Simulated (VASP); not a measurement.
ZnC3:

```
CELL_PARAMETERS angstrom
0.00000 3.73805 3.73805
3.73805 0.00000 3.73805
3.73805 3.73805 0.00000
ATOMIC_POSITIONS crystal
Zn 0.00000 0.00000 0.00000
Zn 0.25000 0.25000 0.25000
C 0.62500 0.62500 0.62500
C 0.62500 0.62500 0.12500
C 0.62500 0.12500 0.62500
C 0.12500 0.62500 0.62500
C 0.75000 0.75000 0.75000
C 0.50000 0.50000 0.50000
```

The cell was built from a structure type or drawn by symmetry, and may not be a known phase.

```yaml
Program: VASP 6.6.1
Task: relaxation of cell and atoms
Functional: PBE
Potentials_or_basis: VASP PAW PBE potentials, release 64 (Zn, C)
Cutoff: 600 eV
k_mesh: 4 × 4 × 4
Occupations: gaussian, width 0.1 eV
Spin: no spin polarisation
```

At the start: pressure -27.5 GPa; volume 13.06 Å³/atom.

Task: Where does the relaxation end?

Result: Over 3 steps the energy falls by 350.6 meV/atom and the volume is 9.88 Å³/atom (-24.4 %); space group Fd-3m (No. 227, to 0.1 Å) before and after.

Step by step:
| step | energy change (eV) | largest force (eV/Å) | pressure (GPa) | volume (Å³) |
| --- | --- | --- | --- | --- |
| 1 | 0.0000 | 0.0000 | -27.48 | 104.46 |
| 2 | -2.6097 | 0.0000 | 13.31 | 74.13 |
| 3 | -2.8051 | 0.0000 | 0.20 | 79.00 |

Final structure:
```
Zn C
1.0
     0.00000    3.40565    3.40565
     3.40565    0.00000    3.40565
     3.40565    3.40565    0.00000
Zn C
2 6
Direct
  0.00000 0.00000 0.00000
  0.25000 0.25000 0.25000
  0.62500 0.62500 0.62500
  0.62500 0.62500 0.12500
  0.62500 0.12500 0.62500
  0.12500 0.62500 0.62500
  0.75000 0.75000 0.75000
  0.50000 0.50000 0.50000
```

Caveat: the volume moved by over 15 % at a fixed basis, so the end points are rough.
